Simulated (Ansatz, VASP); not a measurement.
## One calculation of SnO, two programs

File INCAR:

```
PREC = Accurate ; ENCUT = 910
EDIFF = 1E-6 ; ISMEAR = 0
SIGMA = 0.15 ; LREAL = False
LASPH = True ; NELM = 120
ALGO = Normal ; ISIF = 2
LWAVE = False ; LCHARG = False
NBANDS = 28 ; GGA_COMPAT = False
```

Contents of KPOINTS:

```
regular mesh
0
Gamma
  12 12 10
```

The input POSCAR:

```
SnO
1.0
    3.7657594054      0.0000000000      0.0000000000
    0.0000000000      3.7657594054      0.0000000000
    0.0000000000      0.0000000000      4.6562290729
Sn O
2 2
Direct
    0.0000000000      0.5000000000      0.2455950842
    0.5000000000      0.0000000000      0.7544049158
    0.0000000000      0.0000000000      0.0000000000
    0.5000000000      0.5000000000      0.0000000000
```

Input for Ansatz:

```yaml
crystal:
  lattice:
    - [3.7657594054, 0.0, 0.0]
    - [0.0, 3.7657594054, 0.0]
    - [0.0, 0.0, 4.6562290729]
  atoms:
    - { symbol: Sn, position: [0.0, 0.5, 0.2455950842] }
    - { symbol: Sn, position: [0.5, 0.0, 0.7544049158] }
    - { symbol: O, position: [0.0, 0.0, 0.0] }
    - { symbol: O, position: [0.5, 0.5, 0.0] }
basis:
  ecutwfc: 520.0
kpoints:
  mp_grid: { grid: [12, 12, 10] }
hamiltonian:
  xc: lda
  pseudopotentials: { kind: paw, azcp: { folder: soft_1 } }
scf:
  occupations: { method: gaussian, width: 0.15 }
output:
  forces: true
  stress: true
  eigenvalues: true
```

Alike in both runs: task single point; functional LDA; k mesh 12 × 12 × 10; occupations gaussian, width 0.15 eV; no spin polarisation.

|  | VASP | Ansatz |
| --- | --- | --- |
| version | VASP 6.6.1 | Ansatz 0.2.0 |
| potentials or method | VASP PAW LDA potentials, release 64 (Sn_d, O_h), cutoff 910 eV | scalar-relativistic, plane waves, PAW |
| valence electrons in the cell | 40 | 40 |

Ansatz gave:

- gap on the k mesh at the Fermi level (eV): none
- rms of the force components (eV/Å): 0.002

Question: Estimate VASP's values.

Answer: gap on the k mesh at the Fermi level (eV): none; rms of the force components (eV/Å): 0.056.

Ansatz warns that its potentials were made for another functional, while VASP's fit it. LDA's correlation is that of Perdew and Zunger in VASP and of Perdew and Wang (1992) in Ansatz. Atom by atom the forces differ by 0.054 eV/Å (rms over components). A gap of «none» marks a metal or a gap that the smearing closes.

Noted on VASP's run: the cutoff is short for stress, so the pressure is rough.
